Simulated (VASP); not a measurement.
Runs of VASP 6.6.1 on ZrC. The structure is that of space group I4/mmm (No. 139), or close to it. The cells are those of the table. 

```tsv
cell	gap on the mesh (eV)	pressure (GPa)
a = 3.125, b = 3.125, c = 3.191 Å, angles 59.3, 59.3, 61.4°, 2 atoms	none	(b)
a = 3.263, b = 3.263, c = 3.457 Å, angles 58.0, 58.0, 64.0°, 2 atoms	none	(c)
a = 3.459, b = 3.459, c = 3.324 Å, angles 61.3, 61.3, 57.4°, 2 atoms	none	-11.4
a = 3.396, b = 3.396, c = 3.191 Å, angles 62.0, 62.0, 56.0°, 2 atoms	none	8.4
a = 3.326, b = 3.326, c = 3.191 Å, angles 61.3, 61.3, 57.3°, 2 atoms	none	14.9
a = 3.326, b = 3.326, c = 3.457 Å, angles 58.7, 58.7, 62.6°, 2 atoms	none	(a)
a = 3.194, b = 3.194, c = 3.324 Å, angles 58.6, 58.6, 62.7°, 2 atoms	none	27.3
a = 3.258, b = 3.258, c = 3.324 Å, angles 59.3, 59.3, 61.3°, 2 atoms	none	12.3
```

Alike in all rows: task single point; level PBE; potentials or basis VASP PAW PBE potentials, release 64 (Zr_sv, C); no spin polarisation; k mesh 18 × 18 × 18; cutoff (eV) 520; smearing gaussian 0.15 eV.

Estimate the missing entries.

(a) -4.0; (b) 54.6; (c) 9.1.

Caveats: the cell stands under pressure (at least some runs); the cell stands under tension (at least some runs).

A k mesh can miss the band edges, and the runs leave out spin-orbit coupling on Zr.

A gap of «none» marks levels without a gap at the run's occupations.
